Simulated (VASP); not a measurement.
Write the native input for VASP 6.6.1 that does the following.

```yaml
Task: relaxation of cell and atoms
Functional: PBE
Potentials_or_basis: VASP PAW PBE potentials, release 64 (Li_sv, Bi_d)
Cutoff: 600 eV
k_mesh: 8 × 8 × 8
Occupations: gaussian, width 0.1 eV
Spin: no spin polarisation
Dipole_correction: no
Further_INCAR_settings: ALGO = Fast; EDIFF = 1e-06; IBRION = 2; EDIFFG = -0.01; NSW = 100; ISIF = 3
```

The structure of Li7Bi lies in POSCAR:

```
Li7Bi
1.0
    0.0000000000      4.3105749825      4.3105749825
    4.3105749825      0.0000000000      4.3105749825
    4.3105749825      4.3105749825      0.0000000000
Li Bi
7 1
Direct
    0.5000000000      0.0000000000      0.0000000000
    0.0000000000      0.5000000000      0.5000000000
    0.0000000000      0.5000000000      0.0000000000
    0.5000000000      0.0000000000      0.5000000000
    0.0000000000      0.0000000000      0.5000000000
    0.5000000000      0.5000000000      0.0000000000
    0.5000000000      0.5000000000      0.5000000000
    0.0000000000      0.0000000000      0.0000000000
```

The cell was generated, and may not be a known phase.

One way to write it, as run:

INCAR

```
SYSTEM = Li7Bi
ALGO = Fast ; EDIFF = 1E-6
EDIFFG = -0.01 ; ENCUT = 600
GGA = PE ; IBRION = 2
ISIF = 3 ; ISMEAR = 0
LASPH = .True. ; LCHARG = .False.
LREAL = .False. ; LWAVE = .False.
NELM = 60 ; NSW = 100
PREC = Accurate ; SIGMA = 0.1
```

KPOINTS

```
k-points
0
Gamma
  8 8 8
  0 0 0
```

Potentials or basis: VASP PAW PBE potentials, release 64 (Li_sv, Bi_d).

Run with:

```console
$ cat potpaw_PBE.64/Li_sv/POTCAR potpaw_PBE.64/Bi_d/POTCAR > POTCAR
$ mpirun -np 1 vasp_std > vasp.out
```

Results of the run:

* Relaxed volume: 19.79 Å³/atom
* Relaxed cell: a = 6.073 Å, b = 6.073 Å, c = 6.073 Å, α = 60.00°, β = 60.00°, γ = 60.00°
* Space group after relaxing (to 0.1 Å): Fm-3m (No. 225)
* Energy gained by relaxing: 0.2 meV/atom
* Ionic steps: 3
* Pressure after relaxing: 0.0 GPa
* Band gap on the k mesh: zero (bands 18 and 19 overlap by 0.58 eV)

Caveat: the cutoff is under 1.25 times the usual one of these potentials, so pressure, stress and relaxed cells hold a basis-set (Pulay) error; spin-orbit coupling is left out, which moves the levels of the heavy elements.

Wall time 29 min on 1 thread of Intel Xeon 8259CL (shared host), peak memory 0.44 GiB.
